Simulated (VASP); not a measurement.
Write the native input for VASP 6.6.1 that does the following.

* Task: relaxation of the atoms
* Functional: PBEsol
* Potentials or basis: VASP PAW PBE potentials, release 64 (Ti_sv, N)
* Cutoff: 520 eV
* k mesh: 10 × 10 × 1
* Occupations: gaussian, width 0.1 eV
* Spin: no spin polarisation
* Dipole correction: yes
* Atoms held fixed (from 0): [0, 1, 4, 5]
* Further INCAR settings: ALGO = Fast; EDIFF = 1e-06; IBRION = 2; EDIFFG = -0.03; NSW = 90

The structure of TiN lies in POSCAR:

```
TiN
1.0
    2.9726300482      0.0000000000      0.0000000000
    0.0000000000      2.9726300482      0.0000000000
    0.0000000000      0.0000000000     23.3059005950
Ti N
4 4
Selective dynamics
Direct
    0.5000000000      0.5000000000      0.3647145050  F F F
    0.0000000000      0.0000000000      0.4549048350  F F F
    0.5000000000      0.5000000000      0.5450951650  T T T
    0.0000000000      0.0000000000      0.6352854950  T T T
    0.0000000000      0.0000000000      0.3647145050  F F F
    0.5000000000      0.5000000000      0.4549048350  F F F
    0.0000000000      0.0000000000      0.5450951650  T T T
    0.5000000000      0.5000000000      0.6352854950  T T T
```

One way to write it, as run:

INCAR

```
SYSTEM = TiN
  PREC = Accurate
  ENCUT = 520
  EDIFF = 1E-6
  ISMEAR = 0
  SIGMA = 0.1
  LREAL = .False.
  LASPH = .True.
  NELM = 80
  ALGO = Fast
  ISIF = 2
  LWAVE = .False.
  LCHARG = .False.
  LDIPOL = .True.
  IDIPOL = 3
  DIPOL = 0.5 0.5 0.500
  GGA = PS
  IBRION = 2
  NSW = 90
  EDIFFG = -0.03
```

KPOINTS

```
regular mesh
0
Gamma
  10 10 1
  0 0 0
```

Potentials or basis: VASP PAW PBE potentials, release 64 (Ti_sv, N).

Run with:

```sh
$ cat potpaw_PBE.64/Ti_sv/POTCAR potpaw_PBE.64/N/POTCAR > POTCAR
$ mpirun -np 1 vasp_std > vasp.out
```

It gave:

```yaml
Energy_gained_by_relaxing: 19.5 meV/atom
Ionic_steps: 7
Band_gap_on_the_k_mesh: zero (bands 34 and 35 overlap by 2.43 eV)
```

Wall time 55 min on 1 thread of Oxide Virtual Turin-like Processor, on a shared host, peak memory 0.37 GiB.
